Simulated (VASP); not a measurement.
# HgTe (I-4m2) in VASP: a series of runs

The runs below take HgTe through single point, with PBEsol.

Program: VASP 6.6.1. These are calculated values, not measurements. Logs are shortened: lines on timing, memory, paths and dates and some standing lists are left out, and cuts for length are marked.

## 1. The cell of the first run

The structure is tetragonal, space group I-4m2 (No. 119). Conventional cell: a = 4.787 Å, b = 4.787 Å, c = 6.125 Å, α = 90.00°, β = 90.00°, γ = 90.00°. Within 3.7 Å of Hg (site symmetry -4m2) lie 4 Te at 2.84 Å. Within 3.7 Å of Te (site symmetry -4m2) lie 4 Hg at 2.84 Å.

## 2. Single point, PBEsol (strain +0.050 along x and y, -0.050 along z)

INCAR reads:

```
SYSTEM = HgTe
ALGO     = Normal         ! electronic algorithm
EDIFF    = 1E-7           ! SCF threshold, eV
ENCUT    = 520            ! plane-wave cutoff, eV
GGA      = PS             ! functional
ISIF     = 2              ! what is computed and relaxed
ISMEAR   = 0              ! smearing method
LASPH    = .TRUE.         ! aspherical terms in the spheres
LCHARG   = .TRUE.         ! write CHGCAR
LELF     = .TRUE.         ! ELF
LREAL    = .FALSE.        ! projectors in reciprocal space
LVHAR    = .TRUE.       
LWAVE    = .FALSE.        ! write WAVECAR
NBANDS   = 16             ! bands
NELM     = 60             ! most SCF steps
PREC     = Accurate       ! precision mode
SIGMA    = 0.15           ! smearing width, eV
```

KPOINTS reads:

```
k-points
0
G
  14 14 14
  0 0 0
```

POSCAR reads:

```
HgTe
1.0
    0.0000000000      3.3846750000      3.0623250000
    3.3846750000      0.0000000000      3.0623250000
    3.3846750000      3.3846750000      0.0000000000
Hg Te
1 1
Direct
    0.0000000000      0.0000000000      0.0000000000
    0.7500000000      0.7500000000      0.7500000000
```

Potentials or basis: VASP PAW PBE potentials, release 64 (Hg, Te).

Command:

```console
$ cat potpaw_PBE.64/Hg/POTCAR potpaw_PBE.64/Te/POTCAR > POTCAR
$ mpirun -np 1 vasp_std > vasp.out
```

OUTCAR:

```text
SYSTEM = HgTe
   EDIFF = 1E-7
   ENCUT = 520
   GGA = PS
   ISIF = 2
   ISMEAR = 0
   LASPH = .TRUE.
   LREAL = .FALSE.
   NELM = 60
   PREC = Accurate

 ion  position               nearest neighbor table
   1  0.000  0.000  0.000-   2 2.84   2 2.84   2 2.84   2 2.84
   2  0.750  0.750  0.750-   1 2.84   1 2.84   1 2.84   1 2.84

  LATTYP: Found a body centered tetragonal cell.
 ALAT       =     4.7866532892
 C/A-ratio  =     1.2795265564

  Lattice vectors:

 A1 = (   0.0000000000,  -3.3846750000,  -3.0623250000)
 A2 = (   0.0000000000,   3.3846750000,  -3.0623250000)
 A3 = (   3.3846750000,   0.0000000000,   3.0623250000)

Analysis of symmetry for initial positions (statically):
=====================================================================
 Subroutine PRICEL returns:
 Original cell was already a primitive cell.

 Routine SETGRP: Setting up the symmetry group for a
 body centered tetragonal supercell.

 Subroutine GETGRP returns: Found  8 space group operations
 (whereof  8 operations were pure point group operations)
 out of a pool of 16 trial point group operations.

The static configuration has the point symmetry D_2d.

Analysis of symmetry for dynamics (positions and initial velocities):
=====================================================================
 Subroutine PRICEL returns:
 Original cell was already a primitive cell.

 Routine SETGRP: Setting up the symmetry group for a
 body centered tetragonal supercell.

 Subroutine GETGRP returns: Found  8 space group operations
 (whereof  8 operations were pure point group operations)
 out of a pool of 16 trial point group operations.

The dynamic configuration has the point symmetry D_2d.

 Subroutine INISYM returns: Found  8 space group operations
 (whereof  8 operations are pure point group operations),
 and found     1 'primitive' translations

----------------------------------------------------------------------------------------

                                     Primitive cell

  volume of cell :      70.1641

  direct lattice vectors                    reciprocal lattice vectors
     0.000000000  3.384675000  3.062325000    -0.147724671  0.147724671  0.163274636
     3.384675000  0.000000000  3.062325000     0.147724671 -0.147724671  0.163274636
     3.384675000  3.384675000  0.000000000     0.147724671  0.147724671 -0.163274636

  length of vectors
     4.564412258  4.564412258  4.786653289     0.265148569  0.265148569  0.265148569

  position of ions in fractional coordinates (direct lattice)
     0.000000000  0.000000000  0.000000000
     0.750000000  0.750000000  0.750000000

  ion indices of the primitive-cell ions
   primitive index   ion index
                 1           1
                 2           2

----------------------------------------------------------------------------------------

 KPOINTS: k-points

Automatic generation of k-mesh.
 Grid dimensions read from file:
 generate k-points for:   14   14   14

 Generating k-lattice:

  Cartesian coordinates                     Fractional coordinates (reciprocal lattice)
    -0.010551762  0.010551762  0.011662474     0.071428571  0.000000000  0.000000000
     0.010551762 -0.010551762  0.011662474     0.000000000  0.071428571  0.000000000
     0.010551762  0.010551762 -0.011662474     0.000000000  0.000000000  0.071428571

  Length of vectors
     0.018939183  0.018939183  0.018939183

  Shift w.r.t. Gamma in fractional coordinates (k-lattice)
     0.000000000  0.000000000  0.000000000

 Subroutine IBZKPT returns following result:
 ===========================================

 Found    244 irreducible k-points:

 Following reciprocal coordinates:
            Coordinates               Weight
  0.000000  0.000000  0.000000      1.000000
  0.071429  0.000000  0.000000      8.000000
  0.142857  0.000000  0.000000      8.000000
  0.214286 -0.000000  0.000000      8.000000
  0.285714  0.000000  0.000000      8.000000
  0.357143 -0.000000  0.000000      8.000000
[... 16 lines left out ...]
  0.214286  0.142857  0.000000      8.000000
  0.285714  0.142857  0.000000      8.000000
 [... further k-points ...]
   k-points           NKPTS =    244   k-points in BZ     NKDIM =    244   number of bands    NBANDS=     16
   number of dos      NEDOS =    301   number of ions     NIONS =      2
   total plane-waves  NPLWV =  46656
   dimension x,y,z NGX =    36 NGY =   36 NGZ =   36
   dimension x,y,z NGXF=    72 NGYF=   72 NGZF=   72
   ions per type =               1   1
   NGX,Y,Z   is equivalent  to a cutoff of  13.11, 13.11, 12.50 a.u.
   NGXF,Y,Z  is equivalent  to a cutoff of  26.22, 26.22, 25.01 a.u.
 SYSTEM =  HgTe
   PREC   = accura    normal or accurate (medium, high low for compatibility)
   ISTART =      0    job   : 0-new  1-cont  2-samecut
   ICHARG =      2    charge: 1-file 2-atom 10-const
   ISPIN  =      1    spin polarized calculation?
   LNONCOLLINEAR =      F non collinear calculations
   LSORBIT =      F    spin-orbit coupling
   LASPH  =      T    aspherical Exc in radial PAW
   ENCUT  =  520.0 eV  38.22 Ry    6.18 a.u.   8.49  8.49  8.90*2*pi/ulx,y,z
   NELM   =     60;   NELMIN=  2; NELMDL= -5     # of ELM steps
   EDIFF  = 0.1E-06   stopping-criterion for ELM
   LREAL  =      F    real-space projection
   EDIFFG = 0.1E-05   stopping-criterion for IOM
   NSW    =      0    number of steps for IOM
   IBRION =     -1    ionic relax: 0-MD 1-quasi-New 2-CG
   NFREE  =      0    steps in history (QN), initial steepest desc. (CG)
   ISIF   =      2    stress and relaxation
   ISYM   =      2    0-nonsym 1-usesym 2-fastsym
   POTIM  = 0.5000    time-step for ionic-motion
   TEBEG  =    0.0;   TEEND  =   0.0 temperature during run
   PSTRESS=    0.0 pullay stress
   NELECT =      18.0000    total number of electrons
   NUPDOWN=      -1.0000    fix difference up-down
   EMIN   =  10.00;   EMAX   =-10.00  energy-range for DOS
   EFERMI =   0.00;   METHOD = LEGACY
   ISMEAR =     0;   SIGMA  =   0.15  broadening in eV -4-tet -1-fermi 0-gaus
   EFERMI_NEDOS =   21; number of points for ismear=-14 and -15
   IALGO  =     38    algorithm
   IMIX   =      4    mixing-type and parameters
     AMIX     =   0.40;   BMIX     =  1.00
     AMIX_MAG =   1.60;   BMIX_MAG =  1.00
  volume/ion in A,a.u.               =      35.08       236.75
  Fermi-wavevector in a.u.,A,eV,Ry     =   1.040225  1.965740 14.722428  1.082068
  Thomas-Fermi vector in A             =   2.174791
   LORBIT       =      0    0 simple, 1 ext, 2 COOP (PROOUT), +10 PAW based schemes
   GGA     = PS    functional components
   LHFCALC =     F    Hartree Fock is set to
   AEXX    =    0.0000 exact exchange contribution
   IVDW    =     0    specifies the selected vdW correction
   LEPSILON=     F    determine dielectric tensor
   LRPA    =     F    only Hartree local field effects (RPA)
 non-spin polarized calculation
 Gauss-broadening in eV      SIGMA  =   0.15
  energy-cutoff  :      520.00
  volume of cell :       70.16
 maximum number of plane-waves:      1916
 NGX is ok and might be reduce to    36
   NGX = 17   NGY = 17   NGZ = 17

 number of electron      18.0000002 magnetization

 Free energy of the ion-electron system (eV)
  ---------------------------------------------------
  ext. energy  EPLUGINS =         0.00000000
  ---------------------------------------------------
  free energy    TOTEN  =        -4.35438810 eV

  energy without entropy =       -4.35409250  energy(sigma->0) =       -4.35424030

 E-fermi :   2.7080     XC(G=0):  -8.7724

 val. band max:        2.7040114657   @ k =   0.0000   0.0000   0.0000
 cond. band min:       2.8674570305   @ k =   0.0714   0.0000   0.0000
 fundamental gap:      0.1634455648
 Fermi energy:         2.7079899098

 k-point     1 :       0.0000    0.0000    0.0000
  band No.  band energies     occupation
      1      -9.1856      2.00000
      2      -4.5595      2.00000
      3      -4.5595      2.00000
      4      -4.5427      2.00000
      5      -4.1080      2.00000
      6      -4.0463      2.00000
[... 8 lines left out ...]
     15      11.4073      0.00000
     16      11.9239      0.00000

 k-point     2 :       0.0714    0.0000    0.0000
  band No.  band energies     occupation
      1      -9.1614      2.00000
      2      -4.5554      2.00000
      3      -4.5533      2.00000
      4      -4.5322      2.00000
      5      -4.1076      2.00000
      6      -4.0478      2.00000
[... 8 lines left out ...]
     15      11.0785      0.00000
     16      11.4954      0.00000

 k-point     3 :       0.1429    0.0000    0.0000
  band No.  band energies     occupation
      1      -9.0922      2.00000
      2      -4.5390      2.00000
      3      -4.5367      2.00000
      4      -4.5018      2.00000
      5      -4.1056      2.00000
      6      -4.0514      2.00000
[... 8 lines left out ...]
     15      10.7866      0.00000
     16      11.2566      0.00000

 k-point     4 :       0.2143   -0.0000    0.0000
  band No.  band energies     occupation
      1      -8.9891      2.00000
      2      -4.5147      2.00000
      3      -4.5093      2.00000
      4      -4.4446      2.00000
      5      -4.0994      2.00000
      6      -4.0551      2.00000
[... 8 lines left out ...]
     15      10.7650      0.00000
     16      11.4470      0.00000

 k-point     5 :       0.2857    0.0000    0.0000
  band No.  band energies     occupation
      1      -8.8701      2.00000
      2      -4.4939      2.00000
      3      -4.4757      2.00000
      4      -4.3415      2.00000
      5      -4.0876      2.00000
      6      -4.0553      2.00000
[... 8 lines left out ...]
     15      11.0628      0.00000
     16      11.4280      0.00000

 k-point     6 :       0.3571   -0.0000    0.0000
  band No.  band energies     occupation
      1      -8.7585      2.00000
      2      -4.4787      2.00000
      3      -4.4479      2.00000
      4      -4.1844      2.00000
      5      -4.0719      2.00000
      6      -4.0426      2.00000
[... 8 lines left out ...]
     15      11.6123      0.00000
     16      11.6384      0.00000
[... 267 lines left out ...]
 k-point    21 :      -0.0714    0.0714    0.0000
  band No.  band energies     occupation
      1      -9.1245      2.00000
      2      -4.5465      2.00000
      3      -4.5459      2.00000
      4      -4.5116      2.00000
      5      -4.1107      2.00000
      6      -4.0484      2.00000
[... 8 lines left out ...]
     15      10.6331      0.00000
     16      10.9935      0.00000

 k-point    22 :       0.1429    0.1429    0.0000
  band No.  band energies     occupation
      1      -9.0517      2.00000
      2      -4.5311      2.00000
      3      -4.5120      2.00000
      4      -4.5120      2.00000
      5      -4.0921      2.00000
      6      -4.0585      2.00000
[... 8 lines left out ...]
     15      11.0801      0.00000
     16      11.5601      0.00000

 k-point    23 :       0.2143    0.1429    0.0000
  band No.  band energies     occupation
      1      -8.9713      2.00000
      2      -4.5196      2.00000
      3      -4.4864      2.00000
      4      -4.4724      2.00000
      5      -4.0837      2.00000
      6      -4.0609      2.00000
[... 8 lines left out ...]
     15      11.4373      0.00000
     16      11.5749      0.00000

 k-point    24 :       0.2857    0.1429    0.0000
  band No.  band energies     occupation
      1      -8.8665      2.00000
      2      -4.4958      2.00000
      3      -4.4607      2.00000
      4      -4.4023      2.00000
      5      -4.0728      2.00000
      6      -4.0541      2.00000
[... 8 lines left out ...]
     15      11.6301      0.00000
     16      11.7489      0.00000

 [... further k-points ...]

------------------------ aborting loop because EDIFF is reached ----------------------------------------

  FORCE on cell =-STRESS in cart. coord.  units (eV):
  Direction    XX          YY          ZZ          XY          YZ          ZX
  --------------------------------------------------------------------------------------
  -------------------------------------------------------------------------------------
  Total       -0.5321911     -0.5321911      0.0751109      0.0000000      0.0000000      0.0000000
  in kB      -12.1524248    -12.1524248      1.7151348      0.0000000      0.0000000      0.0000000
  external PRESSURE =      -7.5299049 kB  Pullay stress =       0.0000000 kB

 VOLUME and BASIS-vectors are now :
 -----------------------------------------------------------------------------
  energy-cutoff  :      520.00
  volume of cell :       70.16
      direct lattice vectors                 reciprocal lattice vectors
     0.000000000  3.384675000  3.062325000    -0.147724671  0.147724671  0.163274636
     3.384675000  0.000000000  3.062325000     0.147724671 -0.147724671  0.163274636
     3.384675000  3.384675000  0.000000000     0.147724671  0.147724671 -0.163274636

 POSITION                                       TOTAL-FORCE (eV/Angst)
 -----------------------------------------------------------------------------------
      0.00000      0.00000      0.00000        -0.000000     -0.000000      0.000000
      5.07701      5.07701      4.59349         0.000000      0.000000     -0.000000
 -----------------------------------------------------------------------------------
    total drift:                                0.000000      0.000000     -0.000000

  FREE ENERGIE OF THE ION-ELECTRON SYSTEM (eV)
  ---------------------------------------------------
  free  energy   TOTEN  =        -4.3543881020 eV

  energy  without entropy=       -4.3540924963  energy(sigma->0) =       -4.35424030
```

Run time: 6.1 min. Hardware: 1 thread of Intel Xeon 8259CL, shared host; peak memory 0.42 GiB.

What came out:

| Item | Value |
| --- | --- |
| Free energy | -4.3544 eV |
| Pressure | -0.8 GPa |

Levels at points of the mesh, in eV from the Fermi level:
| k point | band 6 | band 7 | band 8 | band 9 | band 10 | band 11 | band 12 | band 13 |
| --- | --- | --- | --- | --- | --- | --- | --- | --- |
| (0.00, 0.00, 0.00) | -6.75 | -1.09 | -0.28 | -0.28 | 0.00 | 4.14 | 4.15 | 4.15 |
| (0.50, 0.00, 0.00) | -6.51 | -5.41 | -1.28 | -0.88 | 0.42 | 4.61 | 5.18 | 6.62 |
| (0.50, 0.50, 0.00) | -6.28 | -5.10 | -2.53 | -2.53 | 1.23 | 2.10 | 8.17 | 8.50 |
| (0.50, 0.00, 0.50) | -6.44 | -5.53 | -2.23 | -2.02 | 1.93 | 2.46 | 7.54 | 8.03 |

Caveat: the cell differs from its parent crystal (strain +0.050 along x and y, -0.050 along z); the PAW data sets were made with another functional, which shifts forces and pressure a little; spin-orbit coupling is left out, which moves the levels of the heavy elements.

(Part 1 of 2 ends here.)
